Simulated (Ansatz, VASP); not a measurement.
Ge3F2 in VASP and in Ansatz

```xyz
5
Lattice="3.1422 0.0000 0.0000 -1.5711 2.7212 0.0000 0.0000 0.0000 7.7608" Properties=species:S:1:pos:R:3 pbc="T T T"
Ge    0.0000    1.8141    6.4689
Ge    1.5711    0.9071    1.2919
Ge    0.0000    0.0000    3.8804
F     0.0000    1.8141    2.5861
F     1.5711    0.9071    5.1746
```

Alike in both runs: task relaxation of cell and atoms; functional PBE; k mesh 6 × 6 × 2; occupations gaussian, width 0.1 eV; no spin polarisation.

|  | VASP | Ansatz |
| --- | --- | --- |
| version | VASP 6.6.1 | Ansatz 0.2.0 |
| potentials or method | VASP PAW PBE potentials, release 64 (Ge_d, F), cutoff 600 eV | scalar-relativistic, plane waves, PAW |
| valence electrons in the cell | 56 | 56 |

VASP gave:

```
gap on the k mesh at the Fermi level, each at its own relaxed structure (eV)  : none
relaxed volume (Å³/atom)                                                      : 19.23
relaxed length of the cell vector where the two differ most in proportion (Å) : 9.662
```

What did Ansatz give for the same quantities?

gap on the k mesh at the Fermi level, each at its own relaxed structure (eV): none; relaxed volume (Å³/atom): 22.36; relaxed length of the cell vector where the two differ most in proportion (Å): 11.739.

A gap of «none» marks a metal or a gap that the smearing closes. One of these differences is far larger than is usual between the two programs; its cause wasn't traced.

The k mesh is coarse, so the values compare programs but aren't converged. Noted on VASP's run: the volume moved by over 15 % at a fixed basis, so the end points are rough.
